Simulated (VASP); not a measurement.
Write the native input for VASP 6.6.1 that does the following.

- Task: single point
- Functional: PBE
- Potentials or basis: VASP PAW PBE potentials, release 64 (Ni, O)
- Cutoff: 520 eV
- k mesh: 11 × 11 × 11
- Occupations: fermi-dirac, width 0.05 eV
- Spin: collinear spin, ferromagnetic start
- Starting moments: [1.0, 0.0] μB
- Dipole correction: no
- Further INCAR settings: ALGO = Normal; EDIFF = 1e-06; NBANDS = 19

The structure of NiO lies in POSCAR:

```
NiO
1.0
    0.0000000000      2.0997159621      2.0997159621
    2.0997159621      0.0000000000      2.0997159621
    2.0997159621      2.0997159621      0.0000000000
Ni O
1 1
Direct
    0.0000000000      0.0000000000      0.0000000000
    0.5000000000      0.5000000000      0.5000000000
```

The input as run:

INCAR

```
SYSTEM = NiO
PREC = Accurate ; ENCUT = 520
EDIFF = 1E-6 ; ISMEAR = -1
SIGMA = 0.05 ; LREAL = .FALSE.
LASPH = .TRUE. ; NELM = 150
ALGO = Normal ; ISIF = 2
LWAVE = .FALSE. ; LCHARG = .TRUE.
ISPIN = 2 ; MAGMOM = 1 0
LORBIT = 11 ; LMAXMIX = 4
GGA = PE ; LELF = .TRUE.
LVHAR = .TRUE. ; NBANDS = 19
```

KPOINTS

```
regular mesh
0
G
  11 11 11
  0 0 0
```

Potentials or basis: VASP PAW PBE potentials, release 64 (Ni, O).

Launch:

```sh
$ cat potpaw_PBE.64/Ni/POTCAR potpaw_PBE.64/O/POTCAR > POTCAR
$ mpirun -np 1 vasp_std > vasp.out
```

It gave:

```json
{
  "Pressure": "1.6 GPa",
  "Net moment": "1.74 μB per cell",
  "Site moments": "Ni +1.44; O +0.27 μB",
  "Valence electrons inside the program's atomic spheres": "Ni 8.96; O 4.97"
}
```

Caveat: a cell with one magnetic atom can't hold antiferromagnetic order, which such compounds often take.

It took 46 s on 1 thread of AMD EPYC 7R43 64-Core Processor (Zen 3), with other jobs on the host, peak memory 0.13 GiB.
